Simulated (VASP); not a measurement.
Wanted: the native input for a VASP 6.6.1 run.

- Task: single point
- Functional: PBE
- Dispersion: D3(BJ)
- Potentials or basis: VASP PAW PBE potentials, release 64 (W_sv)
- Cutoff: 520 eV
- k mesh: 3 × 3 × 1
- Occupations: gaussian, width 0.1 eV
- Spin: no spin polarisation
- Dipole correction: yes
- Further INCAR settings: LREAL = Auto; ALGO = Normal; EDIFF = 1e-07; NBANDS = 126

The structure of W lies in POSCAR:

```
W
1.0
    6.3187499463      0.0000000000      0.0000000000
    0.0000000000      6.3187499463      0.0000000000
    0.0000000000      0.0000000000     20.7390624597
W
16
Direct
    0.2500000000      0.7500000000      0.3857454991
    0.2500000000      0.2500000000      0.3857454991
    0.7500000000      0.7500000000      0.3857454991
    0.7500000000      0.2500000000      0.3857454991
    0.5000000000      0.5000000000      0.4619151664
    0.5000000000      0.0000000000      0.4619151664
    0.0000000000      0.5000000000      0.4619151664
    0.0000000000      0.0000000000      0.4619151664
    0.7500000000      0.2500000000      0.5417508302
    0.7500000000      0.7500000000      0.5417508302
    0.2500000000      0.2500000000      0.5417508302
    0.2500000000      0.7500000000      0.5417508302
    0.0000000000      0.0000000000      0.6101319769
    0.0000000000      0.5000000000      0.6101319769
    0.5000000000      0.0000000000      0.6101319769
    0.5000000000      0.5000000000      0.6101319769
```

These files were run (other wordings do the same):

INCAR

```
ALGO = Normal ; DIPOL = 0.5 0.5 0.500
EDIFF = 1E-7 ; ENCUT = 520
GGA = PE ; IDIPOL = 3
ISIF = 2 ; ISMEAR = 0
IVDW = 12 ; LASPH = T
LCHARG = F ; LDIPOL = T
LREAL = Auto ; LWAVE = F
NBANDS = 126 ; NELM = 60
PREC = Accurate ; SIGMA = 0.1
```

KPOINTS

```
k-points
0
Gamma
  3 3 1
```

Potentials or basis: VASP PAW PBE potentials, release 64 (W_sv).

Command:

```console
$ cat potpaw_PBE.64/W_sv/POTCAR > POTCAR
$ mpirun -np 1 vasp_std > vasp.out
```

Results of the run:

The largest force is 1.860 eV/Å and the band gap on the k mesh is zero (bands 112 and 113 overlap by 0.33 eV). The dispersion energy per atom is -0.419 eV.

Caveat: spin-orbit coupling is left out, which moves the levels of the heavy elements.

Run time: 28 min on 1 thread of AMD EPYC 7R13 (shared host), peak memory 0.77 GiB.
